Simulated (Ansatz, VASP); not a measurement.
# Si3S2: VASP beside Ansatz

```
CELL_PARAMETERS angstrom
4.52701 0.00000 0.00000
-2.26350 3.92050 0.00000
0.00000 0.00000 4.96104
ATOMIC_POSITIONS crystal
Si 0.00000 0.00000 0.75189
Si 0.00000 0.00000 0.24811
Si 0.66667 0.33333 0.00000
S 0.66667 0.33333 0.50000
S 0.33333 0.66667 0.00000
```

Change from the starting cell: species swapped into the Fe3Ge2 type (P-6m2, No. 187).

Alike in both runs: functional PBE; k mesh 12 × 12 × 8; occupations gaussian, width 0.1 eV; no spin polarisation.

Ansatz relaxed the structure, and its values are those at the end. VASP's run is a single point on that final structure, the one shown.

```csv
,VASP,Ansatz
version,VASP 6.6.1,Ansatz 0.2.0
potentials or method,"VASP PAW PBE potentials, release 64 (Si, S), cutoff 520 eV","scalar-relativistic, plane waves, PAW"
valence electrons in the cell,24,24
```

```csv
,VASP,Ansatz,Ansatz less VASP
gap on the k mesh at the Fermi level (eV),none,none,-
pressure (GPa),0.0,0.0,+0.04
```

A gap of «none» marks a metal or a gap that the smearing closes.
